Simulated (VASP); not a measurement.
# Ru (P6/mmm) in VASP: further runs

Ru is run at these levels: PBE; tasks: single point.

All numbers are computed with VASP 6.6.1; they aren't measurements. Logs are shortened: lines on timing, memory, paths and dates and some standing lists are left out, and cuts for length are marked.

## (1) The cell of the first run

It takes space group P6/mmm (No. 191, hexagonal). Conventional cell: a = 4.434 Å, b = 4.434 Å, c = 2.786 Å, α = 90.00°, β = 90.00°, γ = 120.00°. Ru (site symmetry 6/mmm) has 14 Ru at 2.79 to 2.91 Å within 3.7 Å. Within 3.4 Å of Ru (site symmetry -6m2) lie 11 Ru at 2.56 to 2.91 Å.

## (2) Single point, PBE (volume scaled by 1.12)

The input, INCAR:

```
ALGO = Normal ; EDIFF = 1E-6
ENCUT = 520 ; GGA = PE
ISIF = 2 ; ISMEAR = -1
LASPH = T ; LCHARG = F
LREAL = F ; LWAVE = F
NBANDS = 28 ; NELM = 80
PREC = Accurate ; SIGMA = 0.1
```

The input, KPOINTS:

```
k-points
0
Gamma
  10 10 13
```

The input, POSCAR:

```
Ru
1.0
    4.4340506478      0.0000000000      0.0000000000
   -2.2170253239      3.8400005027      0.0000000000
    0.0000000000      0.0000000000      2.7864931841
Ru
3
Direct
    0.0000000000      0.0000000000      0.0000000000
    0.3333333333      0.6666666667      0.5000000000
    0.6666666667      0.3333333333      0.5000000000
```

Potentials or basis: VASP PAW PBE potentials, release 64 (Ru_pv).

Started as:

```sh
$ cat potpaw_PBE.64/Ru_pv/POTCAR > POTCAR
$ mpirun -np 1 vasp_std > vasp.out
```

OUTCAR:

```text
EDIFF = 1E-6
   ENCUT = 520
   GGA = PE
   ISIF = 2
   ISMEAR = -1
   LASPH = T
   LREAL = F
   NELM = 80
   PREC = Accurate

 ion  position               nearest neighbor table
   1  0.000  0.000  0.000-   2 2.91   3 2.91   2 2.91   3 2.91   3 2.91   3 2.91   2 2.91   2 2.91
                             3 2.91   3 2.91   2 2.91   2 2.91
   2  0.333  0.667  0.500-   3 2.56   3 2.56   3 2.56   1 2.91   1 2.91   1 2.91   1 2.91   1 2.91
                             1 2.91
   3  0.667  0.333  0.500-   2 2.56   2 2.56   2 2.56   1 2.91   1 2.91   1 2.91   1 2.91   1 2.91
                             1 2.91

  LATTYP: Found a hexagonal cell.
 ALAT       =     4.4340506478
 C/A-ratio  =     0.6284306169

  Lattice vectors:

 A1 = (   4.4340506478,   0.0000000000,   0.0000000000)
 A2 = (  -2.2170253239,   3.8400005027,   0.0000000000)
 A3 = (   0.0000000000,   0.0000000000,   2.7864931841)

Analysis of symmetry for initial positions (statically):
=====================================================================
 Subroutine PRICEL returns:
 Original cell was already a primitive cell.

 Routine SETGRP: Setting up the symmetry group for a
 hexagonal supercell.

 Subroutine GETGRP returns: Found 24 space group operations
 (whereof 24 operations were pure point group operations)
 out of a pool of 24 trial point group operations.

The static configuration has the point symmetry D_6h.

Analysis of symmetry for dynamics (positions and initial velocities):
=====================================================================
 Subroutine PRICEL returns:
 Original cell was already a primitive cell.

 Routine SETGRP: Setting up the symmetry group for a
 hexagonal supercell.

 Subroutine GETGRP returns: Found 24 space group operations
 (whereof 24 operations were pure point group operations)
 out of a pool of 24 trial point group operations.

The dynamic configuration has the point symmetry D_6h.

 Subroutine INISYM returns: Found 24 space group operations
 (whereof 24 operations are pure point group operations),
 and found     1 'primitive' translations

----------------------------------------------------------------------------------------

                                     Primitive cell

  volume of cell :      47.4449

[... 86 lines left out ...]
   LSORBIT =      F    spin-orbit coupling
   LASPH  =      T    aspherical Exc in radial PAW
   ENCUT  =  520.0 eV  38.22 Ry    6.18 a.u.   8.24  8.24  5.18*2*pi/ulx,y,z
   NELM   =     80;   NELMIN=  2; NELMDL= -5     # of ELM steps
   EDIFF  = 0.1E-05   stopping-criterion for ELM
   LREAL  =      F    real-space projection
   EDIFFG = 0.1E-04   stopping-criterion for IOM
   NSW    =      0    number of steps for IOM
   IBRION =     -1    ionic relax: 0-MD 1-quasi-New 2-CG
   NFREE  =      0    steps in history (QN), initial steepest desc. (CG)
   ISIF   =      2    stress and relaxation
   ISYM   =      2    0-nonsym 1-usesym 2-fastsym
   POTIM  = 0.5000    time-step for ionic-motion
   TEBEG  =    0.0;   TEEND  =   0.0 temperature during run
   PSTRESS=    0.0 pullay stress
   NELECT =      42.0000    total number of electrons
   NUPDOWN=      -1.0000    fix difference up-down
   EMIN   =  10.00;   EMAX   =-10.00  energy-range for DOS
   EFERMI =   0.00;   METHOD = LEGACY
   ISMEAR =    -1;   SIGMA  =   0.10  broadening in eV -4-tet -1-fermi 0-gaus
   EFERMI_NEDOS =   21; number of points for ismear=-14 and -15
   IALGO  =     38    algorithm
   IMIX   =      4    mixing-type and parameters
     AMIX     =   0.40;   BMIX     =  1.00
     AMIX_MAG =   1.60;   BMIX_MAG =  1.00
  volume/ion in A,a.u.               =      15.81       106.72
  Fermi-wavevector in a.u.,A,eV,Ry     =   1.571911  2.970481 33.618693  2.470904
  Thomas-Fermi vector in A             =   2.673424
   LORBIT       =      0    0 simple, 1 ext, 2 COOP (PROOUT), +10 PAW based schemes
   GGA     = PE    functional components
   LHFCALC =     F    Hartree Fock is set to
   AEXX    =    0.0000 exact exchange contribution
   IVDW    =     0    specifies the selected vdW correction
   LEPSILON=     F    determine dielectric tensor
   LRPA    =     F    only Hartree local field effects (RPA)
 non-spin polarized calculation
  energy-cutoff  :      520.00
  volume of cell :       47.44
 maximum number of plane-waves:      1301
 NGX is ok and might be reduce to    36
   NGX = 17   NGY = 17   NGZ = 11

 number of electron      41.9999993 magnetization

 Free energy of the ion-electron system (eV)
  ---------------------------------------------------
  ext. energy  EPLUGINS =         0.00000000
  ---------------------------------------------------
  free energy    TOTEN  =       -26.54264725 eV

  energy without entropy =      -26.40084647  energy(sigma->0) =      -26.47174686

 E-fermi :  10.3926     XC(G=0): -13.1744

 val. band max:       10.3862971261   @ k =   0.5000   0.0000   0.3077
 cond. band min:      10.3969414864   @ k =   0.1000  -0.0000   0.2308
 fundamental gap:      0.0106443603
 Fermi energy:        10.3926444439

 k-point     1 :       0.0000    0.0000    0.0000
  band No.  band energies     occupation
      1     -32.8345      2.00000
      2     -32.8345      2.00000
      3     -32.5269      2.00000
      4     -32.5269      2.00000
      5     -32.3561      2.00000
      6     -32.1943      2.00000
[... 733 lines left out ...]
     27      12.6545      0.00000
     28      19.7503      0.00000

 [... further k-points ...]

------------------------ aborting loop because EDIFF is reached ----------------------------------------

  FORCE on cell =-STRESS in cart. coord.  units (eV):
  Direction    XX          YY          ZZ          XY          YZ          ZX
  --------------------------------------------------------------------------------------
  -------------------------------------------------------------------------------------
  Total       -7.7943925     -7.7943925     -6.7509240     -0.0000000      0.0000000      0.0000000
  in kB     -263.2103349   -263.2103349   -227.9732485     -0.0000000      0.0000000      0.0000000
  external PRESSURE =    -251.4646394 kB  Pullay stress =       0.0000000 kB

 VOLUME and BASIS-vectors are now :
 -----------------------------------------------------------------------------
  energy-cutoff  :      520.00
  volume of cell :       47.44
      direct lattice vectors                 reciprocal lattice vectors
     4.434050648  0.000000000  0.000000000     0.225527419  0.130208316  0.000000000
    -2.217025324  3.840000503  0.000000000     0.000000000  0.260416633  0.000000000
     0.000000000  0.000000000  2.786493184     0.000000000  0.000000000  0.358874016

 POSITION                                       TOTAL-FORCE (eV/Angst)
 -----------------------------------------------------------------------------------
      0.00000      0.00000      0.00000         0.000000      0.000000      0.000000
     -0.00000      2.56000      1.39325        -0.000000      0.000000     -0.000000
      2.21703      1.28000      1.39325         0.000000      0.000000      0.000000
 -----------------------------------------------------------------------------------
    total drift:                                0.000000      0.000000     -0.000000

  FREE ENERGIE OF THE ION-ELECTRON SYSTEM (eV)
  ---------------------------------------------------
  free  energy   TOTEN  =       -26.5426472541 eV

  energy  without entropy=      -26.4008464673  energy(sigma->0) =      -26.47174686
```

stdout:

```text
POSCAR found type information on POSCAR Ru
 POSCAR found :  1 types and       3 ions
 scaLAPACK will be used
 LDA part: xc-table for (Slater+PW92), standard interpolation
 POSCAR, INCAR and KPOINTS ok, starting setup
 FFT: planning ... GRIDC
 FFT: planning ... GRID_SOFT
 FFT: planning ... GRID
 WAVECAR not read
 entering main loop
```

It took 2.1 min on 1 thread of Intel Xeon 6975P-C, shared host; peak memory 0.24 GiB.

Results:

```
Free energy            : -26.5426 eV
Pressure               : -25.1 GPa
Band gap on the k mesh : zero (band 21 reaches 11.23 eV, above the bottom of band 22 at 9.33 eV)
```

Stress tensor (GPa, compression positive):
```
-26.32   0.00   0.00
  0.00 -26.32   0.00
  0.00   0.00 -22.80
```

Levels at points of the mesh, in eV from the Fermi level:
```
           k point  band 19  band 20  band 21  band 22  band 23  band 24
(0.00, 0.00, 0.00)    -1.74    -1.17    -1.17    -1.07    -1.07     1.33
(0.50, 0.00, 0.00)    -0.96    -0.88     0.30     0.62     0.66     0.67
```

Caveat: the cell differs from its parent crystal (volume scaled by 1.12).

## (3) Single point, PBE

This run uses another cell than the first one, of 14.12 Å³/atom, 0.893 times its volume.

The input, INCAR:

```
SYSTEM = Ru
PREC = Accurate
ENCUT = 520
EDIFF = 1E-7
ISMEAR = -1
SIGMA = 0.1
LREAL = .FALSE.
LASPH = .TRUE.
NELM = 80
ALGO = Normal
ISIF = 2
LWAVE = .FALSE.
LCHARG = .TRUE.
GGA = PE
LELF = .TRUE.
LVHAR = .TRUE.
NBANDS = 28
```

The input, KPOINTS:

```
regular mesh
0
G
  11 11 15
  0 0 0
```

The input, POSCAR:

```
Ru
1.0
    4.2696732638      0.0000000000      0.0000000000
   -2.1348366319      3.6976455123      0.0000000000
    0.0000000000      0.0000000000      2.6831934033
Ru
3
Direct
    0.0000000000      0.0000000000      0.0000000000
    0.3333333333      0.6666666667      0.5000000000
    0.6666666667      0.3333333333      0.5000000000
```

Potentials or basis: VASP PAW PBE potentials, release 64 (Ru_pv).

Started as:

```sh
$ cat potpaw_PBE.64/Ru_pv/POTCAR > POTCAR
$ mpirun -np 1 vasp_std > vasp.out
```

OUTCAR:

```text
SYSTEM = Ru
   PREC = Accurate
   ENCUT = 520
   EDIFF = 1E-7
   ISMEAR = -1
   LREAL = .FALSE.
   LASPH = .TRUE.
   NELM = 80
   ISIF = 2
   GGA = PE

 ion  position               nearest neighbor table
   1  0.000  0.000  0.000-   2 2.81   3 2.81   2 2.81   3 2.81   2 2.81   2 2.81   3 2.81   3 2.81
                             3 2.81   3 2.81   2 2.81   2 2.81
   2  0.333  0.667  0.500-   3 2.47   3 2.47   3 2.47   1 2.81   1 2.81   1 2.81   1 2.81   1 2.81
                             1 2.81
   3  0.667  0.333  0.500-   2 2.47   2 2.47   2 2.47   1 2.81   1 2.81   1 2.81   1 2.81   1 2.81
                             1 2.81

  LATTYP: Found a hexagonal cell.
 ALAT       =     4.2696732638
 C/A-ratio  =     0.6284306169

  Lattice vectors:

 A1 = (   4.2696732638,   0.0000000000,   0.0000000000)
 A2 = (  -2.1348366319,   3.6976455123,   0.0000000000)
 A3 = (   0.0000000000,   0.0000000000,   2.6831934033)

Analysis of symmetry for initial positions (statically):
=====================================================================
 Subroutine PRICEL returns:
 Original cell was already a primitive cell.

 Routine SETGRP: Setting up the symmetry group for a
 hexagonal supercell.

 Subroutine GETGRP returns: Found 24 space group operations
 (whereof 24 operations were pure point group operations)
 out of a pool of 24 trial point group operations.

The static configuration has the point symmetry D_6h.

Analysis of symmetry for dynamics (positions and initial velocities):
=====================================================================
 Subroutine PRICEL returns:
 Original cell was already a primitive cell.

 Routine SETGRP: Setting up the symmetry group for a
 hexagonal supercell.

 Subroutine GETGRP returns: Found 24 space group operations
 (whereof 24 operations were pure point group operations)
 out of a pool of 24 trial point group operations.
[... 118 lines left out ...]
   ISMEAR =    -1;   SIGMA  =   0.10  broadening in eV -4-tet -1-fermi 0-gaus
   EFERMI_NEDOS =   21; number of points for ismear=-14 and -15
   IALGO  =     38    algorithm
   IMIX   =      4    mixing-type and parameters
     AMIX     =   0.40;   BMIX     =  1.00
     AMIX_MAG =   1.60;   BMIX_MAG =  1.00
  volume/ion in A,a.u.               =      14.12        95.29
  Fermi-wavevector in a.u.,A,eV,Ry     =   1.632428  3.084841 36.257081  2.664820
  Thomas-Fermi vector in A             =   2.724400
   LORBIT       =      0    0 simple, 1 ext, 2 COOP (PROOUT), +10 PAW based schemes
   GGA     = PE    functional components
   LHFCALC =     F    Hartree Fock is set to
   AEXX    =    0.0000 exact exchange contribution
   IVDW    =     0    specifies the selected vdW correction
   LEPSILON=     F    determine dielectric tensor
   LRPA    =     F    only Hartree local field effects (RPA)
 non-spin polarized calculation
  energy-cutoff  :      520.00
  volume of cell :       42.36
 maximum number of plane-waves:      1158
 NGX is ok and might be reduce to    32
   NGX = 15   NGY = 15   NGZ =  9

 number of electron      42.0000006 magnetization

 Free energy of the ion-electron system (eV)
  ---------------------------------------------------
  ext. energy  EPLUGINS =         0.00000000
  ---------------------------------------------------
  free energy    TOTEN  =       -26.98753021 eV

  energy without entropy =      -26.86707741  energy(sigma->0) =      -26.92730381

 E-fermi :  12.3209     XC(G=0): -13.8586

 val. band max:       12.3146016329   @ k =   0.1818   0.1818   0.0667
 cond. band min:      12.3285708904   @ k =   0.2727   0.1818   0.4667
 fundamental gap:      0.0139692576
 Fermi energy:        12.3208666124

 k-point     1 :       0.0000    0.0000    0.0000
  band No.  band energies     occupation
      1     -31.2429      2.00000
      2     -31.2429      2.00000
      3     -30.8540      2.00000
      4     -30.8540      2.00000
      5     -30.5924      2.00000
      6     -30.3486      2.00000
[... 733 lines left out ...]
     27      17.6696      0.00000
     28      22.6211      0.00000

 [... further k-points ...]

------------------------ aborting loop because EDIFF is reached ----------------------------------------

  FORCE on cell =-STRESS in cart. coord.  units (eV):
  Direction    XX          YY          ZZ          XY          YZ          ZX
  --------------------------------------------------------------------------------------
  -------------------------------------------------------------------------------------
  Total       -0.0123152     -0.0123152      0.0174622      0.0000000      0.0000000     -0.0000000
  in kB       -0.4657808     -0.4657808      0.6604450      0.0000000      0.0000000     -0.0000000
  external PRESSURE =      -0.0903722 kB  Pullay stress =       0.0000000 kB

 VOLUME and BASIS-vectors are now :
 -----------------------------------------------------------------------------
  energy-cutoff  :      520.00
  volume of cell :       42.36
      direct lattice vectors                 reciprocal lattice vectors
     4.269673264  0.000000000  0.000000000     0.234209959  0.135221183  0.000000000
    -2.134836632  3.697645512  0.000000000     0.000000000  0.270442366  0.000000000
     0.000000000  0.000000000  2.683193403     0.000000000  0.000000000  0.372690242

 POSITION                                       TOTAL-FORCE (eV/Angst)
 -----------------------------------------------------------------------------------
      0.00000      0.00000      0.00000         0.000000      0.000000      0.000000
     -0.00000      2.46510      1.34160         0.000000      0.000000     -0.000000
      2.13484      1.23255      1.34160        -0.000000     -0.000000      0.000000
 -----------------------------------------------------------------------------------
    total drift:                               -0.000000      0.000000      0.000000

  FREE ENERGIE OF THE ION-ELECTRON SYSTEM (eV)
  ---------------------------------------------------
  free  energy   TOTEN  =       -26.9875302121 eV

  energy  without entropy=      -26.8670774141  energy(sigma->0) =      -26.92730381
```

stdout:

```text
POSCAR found type information on POSCAR Ru
 POSCAR found :  1 types and       3 ions
 scaLAPACK will be used
 LDA part: xc-table for (Slater+PW92), standard interpolation
 POSCAR, INCAR and KPOINTS ok, starting setup
 FFT: planning ... GRIDC
 FFT: planning ... GRID_SOFT
 FFT: planning ... GRID
 WAVECAR not read
 entering main loop
```

Run time: 1.7 min. Hardware: 1 thread of Intel Xeon 6975P-C, shared host; peak memory 0.23 GiB.

Results:

| Quantity | Value |
| --- | --- |
| Free energy | -26.9875 eV |
| Pressure | 0.0 GPa |
| Band gap on the k mesh | zero (band 21 reaches 13.33 eV, above the bottom of band 22 at 11.02 eV) |

Stress tensor (GPa, compression positive):
```
-0.05  0.00  0.00
 0.00 -0.05  0.00
 0.00  0.00  0.07
```
